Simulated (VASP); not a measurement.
Runs of VASP 6.6.1 on Pt. The structure is that of space group P6_3/mmc (No. 194), or close to it. The cells are those of the table. 

| task | potentials or basis | cell | k mesh | cutoff (eV) | smearing | second run | gap on the mesh (eV) | pressure (GPa) |
| --- | --- | --- | --- | --- | --- | --- | --- | --- |
| single point | VASP PAW LDA potentials, release 64 (Pt) | a = 2.708, b = 2.708, c = 4.678 Å, angles 90.0, 90.0, 120.0°, 2 atoms | 18 × 18 × 10 | 520 | gaussian 0.1 eV | - | none | 0.7 |
| relaxation of cell and atoms | VASP PAW LDA potentials, release 64 (Pt) | relaxed from a = 2.709, b = 2.709, c = 4.683 Å, angles 90.0, 90.0, 120.0°, 2 atoms | 18 × 18 × 10 | 600 | gaussian 0.1 eV | - | none | 0.0 |
| single point | VASP PAW LDA potentials, release 64 (Pt) | a = 2.708, b = 2.708, c = 4.678 Å, angles 90.0, 90.0, 120.0°, 2 atoms | 12 × 12 × 8 | 520 | gaussian 0.15 eV | - | none | 0.9 |
| single point | VASP PAW LDA potentials, release 64 (Pt_sv_GW) | a = 2.708, b = 2.708, c = 4.678 Å, angles 90.0, 90.0, 120.0°, 2 atoms | 12 × 12 × 8 | 500 | gaussian 0.15 eV | valence_matched | none | (a) |

Alike in all rows: level LDA; no spin polarisation.

Q: Estimate the missing entries.

A: (a) -2.3.

Caveats: spin-orbit coupling is left out, which moves the levels of the heavy elements.

A k mesh can miss the band edges, and the runs leave out spin-orbit coupling on Pt.

A gap of «none» marks levels without a gap at the run's occupations.

The runs don't all hold the same shells in valence.
